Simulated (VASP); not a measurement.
Wanted: the native input for a VASP 6.6.1 run.

```yaml
Task: electric field gradients
Functional: r2SCAN
Potentials_or_basis: VASP PAW PBE potentials, release 64 (Pd)
Cutoff: 520 eV
k_mesh: 20 × 20 × 20
Occupations: gaussian, width 0.05 eV
Spin: no spin polarisation
Dipole_correction: no
Further_INCAR_settings: ALGO = Normal; EDIFF = 1e-08; NBANDS = 11
```

The system is Pd.

```
CELL_PARAMETERS angstrom
0.00000 1.94650 1.94650
1.94650 0.00000 1.94650
1.94650 1.94650 0.00000
ATOMIC_POSITIONS crystal
Pd 0.00000 0.00000 0.00000
```

The input as run:

POSCAR

```
Pd
1.0
    0.0000000000      1.9465000000      1.9465000000
    1.9465000000      0.0000000000      1.9465000000
    1.9465000000      1.9465000000      0.0000000000
Pd
1
Direct
    0.0000000000      0.0000000000      0.0000000000
```

INCAR.step1

```
SYSTEM = Pd
  PREC = Accurate
  ENCUT = 520
  ISMEAR = 0
  SIGMA = 0.05
  LREAL = .False.
  LASPH = .True.
  NELM = 100
  NBANDS = 11
  GGA = PE
  ALGO = Normal
  EDIFF = 1E-4
  LWAVE = .True.
  LCHARG = .False.
```

INCAR.step2

```
SYSTEM = Pd
  PREC = Accurate
  ENCUT = 520
  EDIFF = 1E-8
  ISMEAR = 0
  SIGMA = 0.05
  LREAL = .False.
  LASPH = .True.
  NELM = 100
  ALGO = Normal
  ISIF = 2
  LWAVE = .False.
  LCHARG = .False.
  METAGGA = R2SCAN
  LMIXTAU = .True.
  LEFG = .True.
  NBANDS = 11
  ISTART = 1
```

KPOINTS

```
Automatic mesh
0
Gamma
  20 20 20
  0 0 0
```

Potentials or basis: VASP PAW PBE potentials, release 64 (Pd).

The run is started by

```bash
$ cat potpaw_PBE.64/Pd/POTCAR > POTCAR
$ cp INCAR.step1 INCAR
$ mpirun -np 1 vasp_std > vasp.out
$ cp INCAR.step2 INCAR
$ mpirun -np 1 vasp_std > vasp.out
```

It gave:

```json
{"Pressure": "2.8 GPa", "Band gap on the k mesh": "zero (bands 5 and 6 overlap by 1.69 eV)", "Largest electric field gradient by atom": "under 0.05 V/Å² on every atom"}
```

Caveat: the PAW data sets were made with another functional, which shifts forces and pressure a little.

It took 3.2 min on 1 thread of Intel Xeon 8259CL, with other jobs on the host, peak memory 0.16 GiB.
